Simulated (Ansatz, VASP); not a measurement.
# One calculation of TiO2, two programs

```
Ti O
1.0
    -2.96541    2.96541    4.20250
     2.96541   -2.96541    4.20250
     2.96541    2.96541   -4.20250
Ti O
2 4
Direct
  0.00000 0.00000 0.00000
  0.75000 0.25000 0.50000
  0.37500 0.12691 0.25191
  0.87691 0.62500 0.75191
  0.87309 0.12500 0.24809
  0.87500 0.12309 0.74809
```

Alike in both runs: functional PBE; k mesh 6 × 6 × 6; occupations gaussian, width 0.02 eV; no spin polarisation.

Ansatz relaxed the structure, and its values are those at the end. VASP's run is a single point on that final structure, the one shown.

```csv
,VASP,Ansatz
version,VASP 6.6.1,Ansatz 0.2.0
potentials or method,"VASP PAW PBE potentials, release 64 (Ti_sv, O), cutoff 520 eV","scalar-relativistic, plane waves, PAW"
valence electrons in the cell,48,48
```

Ansatz gave:

| Quantity | Value |
| --- | --- |
| gap on the k mesh at the Fermi level (eV) | 3.27 |
| least direct gap on the mesh (eV) | 3.27 |
| pressure (GPa) | 0.0 |

Q: What did VASP give for the same quantities?

A: gap on the k mesh at the Fermi level (eV): 3.25; least direct gap on the mesh (eV): 3.25; pressure (GPa): 0.4.
